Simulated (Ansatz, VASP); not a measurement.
Li2ClF in VASP and in Ansatz

```
F Cl Li
1.0
     1.67604    0.96766    5.36700
    -1.67604    0.96766    5.36700
     0.00000   -1.93532    5.36700
F Cl Li
1 1 2
Direct
  0.00000 0.00000 0.00000
  0.50000 0.50000 0.50000
  0.26336 0.26336 0.26336
  0.73664 0.73664 0.73664
```

Alike in both runs: task single point; functional r2SCAN; k mesh 8 × 8 × 8; no spin polarisation.

```csv
,VASP,Ansatz
version,VASP 6.6.1,Ansatz 0.2.0
potentials or method,"VASP PAW PBE potentials, release 64 (F, Cl, Li_sv)","plane waves, PAW"
plane-wave cutoff (eV),520,500
occupations,"gaussian, width 0.01 eV",fixed
valence electrons in the cell,20,20
```

Ansatz gave:

```
gap on the k mesh at the Fermi level (eV) : 5.44
rms of the force components (eV/Å)        : 0.024
```

Question: What did VASP give for the same quantities?

Answer: gap on the k mesh at the Fermi level (eV): 5.51; rms of the force components (eV/Å): 0.027.

VASP's potentials were made for PBE, not for r2SCAN. Atom by atom the forces differ by 0.004 eV/Å (rms over components).

Noted on VASP's run: the cutoff is under 1.25 times that of the potentials, so the pressure is a little rough.
